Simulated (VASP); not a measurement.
Ni:

```
CELL_PARAMETERS angstrom
2.41719 0.00000 0.00000
-1.20859 2.09334 0.00000
0.00000 0.00000 2.35652
ATOMIC_POSITIONS crystal
Ni 0.00000 0.00000 0.00000
```

Base run:

| Item | Value |
| --- | --- |
| Program | VASP 6.6.1 |
| Functional | PBE |
| Potentials or basis | VASP PAW PBE potentials, release 64 (Ni_sv_GW) |
| Cutoff | 590 eV |
| k mesh | 18 × 18 × 17 |
| Occupations | fermi-dirac, width 0.05 eV |
| Spin | collinear spin, ferromagnetic start |
| Starting moments | [1.0] μB |

Its results: pressure -4.7 GPa; net moment 0.57 μB per cell; site moments Ni +0.60 μB.

**Question.** The run is repeated on the same cell with these changes: potentials or basis from VASP PAW PBE potentials, release 64 (Ni_sv_GW) to VASP PAW PBE potentials, release 64 (Ni); cutoff from 590 eV to 520 eV; further incar settings from ALGO = Normal; EDIFF = 1e-06; NBANDS = 19 to ALGO = Normal; EDIFF = 1e-06; NBANDS = 15; valence electrons from 18 to 10. What comes out?

**Answer.** Pressure -1.2 GPa; net moment 0.55 μB per cell; site moments Ni +0.56 μB.
